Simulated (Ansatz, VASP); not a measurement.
## Co in VASP and in Ansatz

INCAR

```
  PREC = Accurate
  ENCUT = 520
  EDIFF = 1E-7
  ISMEAR = -1
  SIGMA = 0.05
  LREAL = F
  LASPH = T
  NELM = 150
  ALGO = Normal
  ISIF = 2
  LWAVE = F
  LCHARG = F
  ISPIN = 2
  MAGMOM = 1.729 1.729
  LORBIT = 11
  LMAXMIX = 4
  GGA = RP
  NBANDS = 20
```

Contents of KPOINTS:

```
regular mesh
0
Gamma
  23 23 13
```

The input POSCAR:

```
Co
1.0
    2.4501953003      0.0000000000      0.0000000000
   -1.2250976501      2.1219313743      0.0000000000
    0.0000000000      0.0000000000      3.9578967142
Co
2
Direct
    0.3333333333      0.6666666667      0.2500000000
    0.6666666667      0.3333333333      0.7500000000
```

Input for Ansatz:

```yaml
crystal:
  lattice:
    - [2.4501953003, 0.0, 0.0]
    - [-1.2250976501, 2.1219313743, 0.0]
    - [0.0, 0.0, 3.9578967142]
  atoms:
    - { symbol: Co, position: [0.3333333333, 0.6666666667, 0.25], spin: 1.729 }
    - { symbol: Co, position: [0.6666666667, 0.3333333333, 0.75], spin: 1.729 }
hamiltonian:
  xc: rpbe
  pseudopotentials:
    kind: paw
    azcp:
      Co: "pseudopotentials/Co.paw.azcp"
basis:
  ecutwfc: 420
  fft_grid_basis: typed
kpoints:
  mp_grid: { grid: [23, 23, 13], shift: [0, 0, 0] }
magnetization:
  spin_polarized: true
scf:
  occupations: { method: fermi_dirac, width: 0.05 }
output:
  stress: true
```

Alike in both runs: task single point; functional RPBE; k mesh 23 × 23 × 13; occupations fermi-dirac, width 0.05 eV; collinear spin.

|  | VASP | Ansatz |
| --- | --- | --- |
| version | VASP 6.6.1 | Ansatz 0.2.0 |
| potentials or method | VASP PAW PBE potentials, release 64 (Co), cutoff 520 eV | plane waves (420 eV) with PAW, scalar-relativistic |
| valence electrons in the cell | 18 | 34 |

|  | VASP | Ansatz | Ansatz less VASP |
| --- | --- | --- | --- |
| pressure (GPa) | 18.3 | 19.3 | +0.96 |
| traceless stress, the component that is largest in VASP (GPa) | 0.25 | 0.33 | +0.084 |
| net moment per atom (μB) | 1.57 | 1.57 | +0.006 |
| size of the moment on the site where the two differ most (μB) | 1.58 | 1.65 | +0.072 |

VASP's potentials were made for PBE, not for RPBE. Site moments also hang on the region over which each program counts them. VASP's potentials hold 18 valence electrons a cell and Ansatz's 34, so a difference there can come from the potentials and not from the codes.
